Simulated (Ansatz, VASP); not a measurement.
## Ge2Sb2Se: VASP beside Ansatz

```
Ge Sb Se
1.0
     4.41658    0.00000    0.00000
    -2.20829    3.82487    0.00000
     0.00000    0.00000    8.49649
Ge Sb Se
2 2 1
Direct
  0.33333 0.66667 0.50000
  0.66667 0.33333 0.00000
  0.00000 0.00000 0.32511
  0.00000 0.00000 0.67489
  0.33333 0.66667 0.00000
```

Alike in both runs: functional PBE; k mesh 6 × 6 × 2; occupations gaussian, width 0.1 eV; no spin polarisation.

Ansatz relaxed the structure, and its values are those at the end. VASP's run is a single point on that final structure, the one shown.

```csv
,VASP,Ansatz
version,VASP 6.6.1,Ansatz 0.2.0
potentials or method,"VASP PAW PBE potentials, release 64 (Ge_d, Sb, Se), cutoff 520 eV","scalar-relativistic, plane waves, PAW"
valence electrons in the cell,44,74
```

```tsv
	VASP	Ansatz	Ansatz less VASP
gap on the k mesh at the Fermi level (eV)	none	none	-
pressure (GPa)	0.0	0.0	-0.01
rms of the force components (eV/Å)	0.011	0.003	-0.0084
```

A gap of «none» marks a metal or a gap that the smearing closes. VASP's potentials hold 44 valence electrons a cell and Ansatz's 74, so a difference there can come from the potentials and not from the codes.

The k mesh is coarse, so the values compare programs but aren't converged. Neither program's run includes spin-orbit coupling.
